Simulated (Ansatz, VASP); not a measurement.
**One calculation of TiSi, two programs**

```
Ti Si
1.0
     1.81618   -2.11762    0.00000
     1.81618    2.11762    0.00000
     0.00000    0.00000    3.80393
Ti Si
1 1
Direct
  0.50000 0.50000 0.00000
  0.00000 0.00000 0.50000
```

Alike in both runs: task single point; functional r2SCAN; k mesh 6 × 6 × 6; occupations gaussian, width 0.1 eV; no spin polarisation.

```csv
,VASP,Ansatz
version,VASP 6.6.1,Ansatz 0.2.0
potentials or method,"VASP PAW PBE potentials, release 64 (Ti_sv, Si), cutoff 520 eV","scalar-relativistic, plane waves, PAW"
valence electrons in the cell,16,16
```

VASP gave:

- gap on the k mesh at the Fermi level (eV): none
- pressure (GPa): -1.1
- traceless stress, the component that is largest in VASP (GPa): 0.58

Q: Which values does Ansatz return?

A: gap on the k mesh at the Fermi level (eV): none; pressure (GPa): -1.5; traceless stress, the component that is largest in VASP (GPa): 0.49.

VASP's potentials were made for PBE, not for r2SCAN. A gap of «none» marks a metal or a gap that the smearing closes.

The k mesh is coarse, so the values compare programs but aren't converged.
